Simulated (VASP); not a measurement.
Rh: single point with PBE

Rh:

```
Rh
1.0
     2.88828    0.00000    0.00000
    -1.44414    2.50132    0.00000
     0.00000    0.00000    4.64793
Rh
2
Direct
  0.66667 0.33333 0.75000
  0.33333 0.66667 0.25000
```

This cell differs from its parent crystal: equal strain along all axes, cell held: +6.0 %.

```
Program                : VASP 6.6.1
Task                   : single point
Functional             : PBE
Potentials or basis    : VASP PAW PBE potentials, release 64 (Rh_pv)
Cutoff                 : 520 eV
k mesh                 : 18 × 18 × 10
Occupations            : gaussian, width 0.1 eV
Spin                   : no spin polarisation
Dipole correction      : no
Further INCAR settings : ALGO = Fast; EDIFF = 1e-06; NBANDS = 22
```

```json
{"Pressure": "-28.1 GPa", "Band gap on the k mesh": "zero (band 15 reaches 9.10 eV, above the bottom of band 16 at 7.40 eV)"}
```

Stress tensor (GPa, compression positive):
```
-27.84   0.00   0.00
  0.00 -27.84   0.00
  0.00   0.00 -28.70
```

Levels at points of the mesh, in eV from the Fermi level:
```csv
k point,band 12,band 13,band 14,band 15,band 16,band 17,band 18,band 19
"(0.00, 0.00, 0.00)",-1.82,-1.82,-1.42,-1.42,0.09,0.09,1.04,6.92
"(0.50, 0.00, 0.00)",-1.63,-1.56,0.27,0.44,0.49,2.50,4.20,9.01
"(0.00, 0.00, 0.50)",-2.30,-2.30,-2.30,-0.34,-0.34,-0.34,-0.34,13.67
"(0.50, 0.00, 0.50)",-1.22,-0.17,-0.17,0.41,0.41,2.46,2.46,7.56
```

Run time: 2.2 min on 1 thread of Intel(R) Xeon(R) Platinum 8375C CPU @ 2.90GHz (Ice Lake) (shared host), peak memory 0.25 GiB.

Caveat: the cell differs from its parent crystal (equal strain along all axes, cell held: +6.0 %).
